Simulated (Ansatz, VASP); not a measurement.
**Si: VASP beside Ansatz**

```
CELL_PARAMETERS angstrom
0.00000 2.70098 2.70098
2.70098 0.00000 2.70098
2.70098 2.70098 0.00000
ATOMIC_POSITIONS crystal
Si 0.75000 0.75000 0.75000
Si 0.50000 0.50000 0.50000
```

Alike in both runs: task single point; functional LDA; k mesh 12 × 12 × 12; occupations gaussian, width 0.02 eV; no spin polarisation.

|  | VASP | Ansatz |
| --- | --- | --- |
| version | VASP 6.6.1 | Ansatz 0.2.0 |
| potentials or method | VASP PAW LDA potentials, release 64 (Si), cutoff 500 eV | scalar-relativistic, plane waves, PAW |
| valence electrons in the cell | 8 | 8 |

```tsv
	VASP	Ansatz	Ansatz less VASP
gap on the k mesh at the Fermi level (eV)	0.44	0.44	+0.002
least direct gap on the mesh (eV)	2.53	2.53	+0.002
pressure (GPa)	0.0	0.0	-0.04
```

LDA's correlation is that of Perdew and Zunger in VASP and of Perdew and Wang (1992) in Ansatz.
